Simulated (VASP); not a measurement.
Wanted: the native input for a VASP 6.6.1 run.

```
Task                   : single point
Functional             : LDA
Potentials or basis    : VASP PAW LDA potentials, release 64 (Cd, O, Cl, H)
Cutoff                 : 520 eV
k mesh                 : 3 × 4 × 3
Occupations            : fermi-dirac, width 0.05 eV
Spin                   : no spin polarisation
Dipole correction      : no
Further INCAR settings : ALGO = Normal; EDIFF = 1e-07; NBANDS = 36
```

The structure of CdHClO lies in POSCAR:

```
CdHClO
1.0
    5.0696240000      0.6747710000      0.8674810000
    0.5658250000      4.1540820000      0.1406970000
   -0.0420960000      0.2180430000      6.1036620000
Cd O Cl H
2 2 2 2
Direct
    0.3562141402      0.0986003955      0.2697720191
    0.9823751133      0.6027861042      0.6484677654
    0.6001904068      0.5032835033      0.4251729120
    0.0621826180      0.0417250231      0.9036144490
    0.9143550616      0.6754698373      0.1691392441
    0.5001640828      0.3132017006      0.8060668532
    0.6421960944      0.4321760204      0.0718531302
    0.8080585450      0.1599035791      0.4208341831
```

The input as run:

INCAR

```
  ALGO = Normal
  EDIFF = 1E-7
  ENCUT = 520
  ISIF = 2
  ISMEAR = -1
  LASPH = True
  LCHARG = False
  LREAL = False
  LWAVE = False
  NBANDS = 36
  NELM = 100
  PREC = Accurate
  SIGMA = 0.05
```

KPOINTS

```
k-points
0
Gamma
  3 4 3
```

Potentials or basis: VASP PAW LDA potentials, release 64 (Cd, O, Cl, H).

The run is started by

```console
$ cat potpaw_LDA.64/Cd/POTCAR potpaw_LDA.64/O/POTCAR potpaw_LDA.64/Cl/POTCAR potpaw_LDA.64/H/POTCAR > POTCAR
$ mpirun -np 1 vasp_std > vasp.out
```

Results of the run:

```json
{
 "Pressure": "-11.9 GPa",
 "Largest force": "3.279 eV/Å",
 "Band gap on the k mesh": "0.16 eV, indirect (least direct gap 0.22 eV)"
}
```

Caveat: the k points lie up to 0.42 Å⁻¹ apart.

Wall time 77 s on 1 thread of Intel(R) Xeon(R) Platinum 8375C CPU @ 2.90GHz (Ice Lake), on a shared host, peak memory 0.24 GiB.
